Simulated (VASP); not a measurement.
## Ta19W: single point with PBEsol

System: Ta19W, a slab with vacuum.

```
Ta W
1.0
     5.68185    0.00000    0.00000
    -1.89395    5.35690    0.00000
     0.00000    0.00000   21.27839
Ta W
19 1
Direct
  0.00000 0.00000 0.28843
  0.00000 0.50000 0.28766
  0.50000 0.00000 0.28766
  0.50000 0.50000 0.28849
  0.25318 0.25318 0.39347
  0.24919 0.75081 0.39138
  0.75081 0.24919 0.39138
  0.74682 0.74682 0.39347
  0.50000 0.00000 0.50000
  0.00000 0.50000 0.50000
  0.00000 0.00000 0.50000
  0.74682 0.74682 0.60653
  0.75081 0.24919 0.60862
  0.24919 0.75081 0.60862
  0.25318 0.25318 0.60653
  0.00000 0.00000 0.71157
  0.00000 0.50000 0.71234
  0.50000 0.00000 0.71234
  0.50000 0.50000 0.71151
  0.50000 0.50000 0.50000
```

* Program: VASP 6.6.1
* Task: single point
* Functional: PBEsol
* Potentials or basis: VASP PAW PBE potentials, release 64 (Ta_pv, W_sv)
* Cutoff: 520 eV
* k mesh: 5 × 5 × 1
* Occupations: methfessel-paxton, width 0.1 eV
* Spin: no spin polarisation

```yaml
Largest_force: 0.046 eV/Å
Band_gap_on_the_k_mesh: zero (an odd number of electrons rules out a gap without spin polarisation)
```

Forces on the atoms (eV/Å):
```
Ta   0.000  0.000 -0.040
Ta   0.000  0.000  0.022
Ta   0.000  0.000  0.022
Ta   0.000  0.000 -0.046
Ta  -0.015 -0.021  0.028
Ta   0.005 -0.004 -0.019
Ta  -0.005  0.004 -0.019
Ta   0.015  0.021  0.028
Ta   0.000  0.000  0.000
Ta   0.000  0.000  0.000
Ta   0.000  0.000  0.000
Ta   0.015  0.021 -0.028
Ta  -0.005  0.004  0.019
Ta   0.005 -0.004  0.019
Ta  -0.015 -0.021 -0.028
Ta   0.000  0.000  0.040
Ta   0.000  0.000 -0.022
Ta   0.000  0.000 -0.022
Ta   0.000  0.000  0.046
W    0.000  0.000  0.000
```

Levels at points of the mesh, in eV from the Fermi level:
```csv
k point,band 109,band 110,band 111,band 112,band 113,band 114
"(0.00, 0.00, 0.00)",0.43,0.50,0.57,0.62,0.66,0.87
```

Run time: 48 min on 1 thread of Intel(R) Xeon(R) Platinum 8488C (Sapphire Rapids), with other jobs on the host, peak memory 0.87 GiB.

Caveat: the PAW data sets were made with another functional, which shifts forces and pressure a little; spin-orbit coupling is left out, which moves the levels of the heavy elements.
